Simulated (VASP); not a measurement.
Set up this calculation in VASP 6.6.1, as the native input.

```
Task                   : single point
Functional             : PBE
Potentials or basis    : VASP PAW PBE potentials, release 64 (Al, N)
Cutoff                 : 520 eV
k mesh                 : 12 × 12 × 6
Occupations            : gaussian, width 0.05 eV
Spin                   : no spin polarisation
Dipole correction      : no
Further INCAR settings : ALGO = Normal; EDIFF = 1e-07; NBANDS = 16
```

The structure of AlN lies in POSCAR:

```
AlN
1.0
    3.1041845283     -0.0248124082      0.0298847953
   -1.5735804400      2.7207912357     -0.0087609448
    0.0478194818      0.0114212729      5.0256071968
Al N
2 2
Direct
    0.3640855701      0.6639774920     -0.0142188378
    0.6897930255      0.3396451719      0.5019518015
    0.3262765779      0.6654299239      0.4132688771
    0.6198448265      0.3309474123      0.8689981592
```

This cell differs from its parent crystal: atoms moved at random and the cell strained at random.

These files were run (other wordings do the same):

INCAR

```
ALGO = Normal
EDIFF = 1E-7
ENCUT = 520
GGA = PE
ISIF = 2
ISMEAR = 0
LASPH = True
LCHARG = True
LELF = True
LREAL = False
LVHAR = True
LWAVE = False
NBANDS = 16
NELM = 100
PREC = Accurate
SIGMA = 0.05
```

KPOINTS

```
k-points
0
Gamma
  12 12 6
```

Potentials or basis: VASP PAW PBE potentials, release 64 (Al, N).

Run with:

```console
$ cat potpaw_PBE.64/Al/POTCAR potpaw_PBE.64/N/POTCAR > POTCAR
$ mpirun -np 1 vasp_std > vasp.out
```

Results of the run:

```yaml
Pressure: 9.2 GPa
Largest_force: 4.581 eV/Å
Band_gap_on_the_k_mesh: 3.64 eV
```

Caveat: the cell differs from its parent crystal (atoms moved at random and the cell strained at random); the cell stands under pressure; forces of over 1 eV/Å act on the atoms, so gaps and moduli don't describe the material at rest.

It took 110 s on 1 thread of Intel(R) Xeon(R) Platinum 8488C (Sapphire Rapids), with other jobs on the host, peak memory 0.35 GiB.
